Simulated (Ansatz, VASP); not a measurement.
One calculation of TaN, two programs

POSCAR

```
TaN
1.0
    0.0000000000      2.2879500000      2.2334750000
    2.2879500000      0.0000000000      2.2334750000
    2.2879500000      2.2879500000      0.0000000000
Ta N
1 1
Direct
    0.5000000000      0.5000000000      0.5000000000
    0.0000000000      0.0000000000      0.0000000000
```

File INCAR.step1:

```
SYSTEM = TaN
PREC = Accurate
ENCUT = 520
ISMEAR = 0
SIGMA = 0.15
LREAL = .FALSE.
LASPH = .TRUE.
NELM = 100
NBANDS = 15
GGA = PE
ALGO = Normal
EDIFF = 1E-4
LWAVE = .TRUE.
LCHARG = .FALSE.
```

Contents of INCAR.step2:

```
SYSTEM = TaN
PREC = Accurate
ENCUT = 520
EDIFF = 1E-6
ISMEAR = 0
SIGMA = 0.15
LREAL = .FALSE.
LASPH = .TRUE.
NELM = 100
ALGO = Normal
ISIF = 2
LWAVE = .FALSE.
LCHARG = .TRUE.
METAGGA = R2SCAN
LMIXTAU = .TRUE.
LELF = .TRUE.
LVHAR = .TRUE.
NBANDS = 15
ISTART = 1
```

Contents of KPOINTS:

```
Automatic mesh
0
G
  18 18 18
  0 0 0
```

Input for Ansatz:

```yaml
crystal:
  lattice:
    - [0.0, 2.28795, 2.233475]
    - [2.28795, 0.0, 2.233475]
    - [2.28795, 2.28795, 0.0]
  atoms:
    - { symbol: Ta, position: [0.5, 0.5, 0.5] }
    - { symbol: "N", position: [0.0, 0.0, 0.0] }
basis:
  ecutwfc: 500
kpoints:
  mp_grid: { grid: [18, 18, 18] }
hamiltonian:
  xc: r2scan
scf:
  occupations: { method: gaussian, width: 0.15 }
output:
  forces: true
  stress: true
  eigenvalues: true
```

Change from the starting cell: strain +0.050 along x and y, +0.025 along z, atoms carried along.

Alike in both runs: task single point; functional r2SCAN; k mesh 18 × 18 × 18; occupations gaussian, width 0.15 eV; no spin polarisation.

|  | VASP | Ansatz |
| --- | --- | --- |
| version | VASP 6.6.1 | Ansatz 0.2.0 |
| potentials or method | VASP PAW PBE potentials, release 64 (Ta_pv, N), cutoff 520 eV | scalar-relativistic, plane waves, PAW |
| valence electrons in the cell | 16 | 18 |

|  | VASP | Ansatz | Ansatz less VASP |
| --- | --- | --- | --- |
| gap on the k mesh at the Fermi level (eV) | none | none | - |
| pressure (GPa) | -25.6 | -26.9 | -1.34 |
| traceless stress, the component that is largest in VASP (GPa) | 5.91 | 5.88 | -0.028 |

VASP's potentials were made for PBE, not for r2SCAN. A gap of «none» marks a metal or a gap that the smearing closes. VASP's potentials hold 16 valence electrons a cell and Ansatz's 18, so a difference there can come from the potentials and not from the codes.

Neither program's run includes spin-orbit coupling.
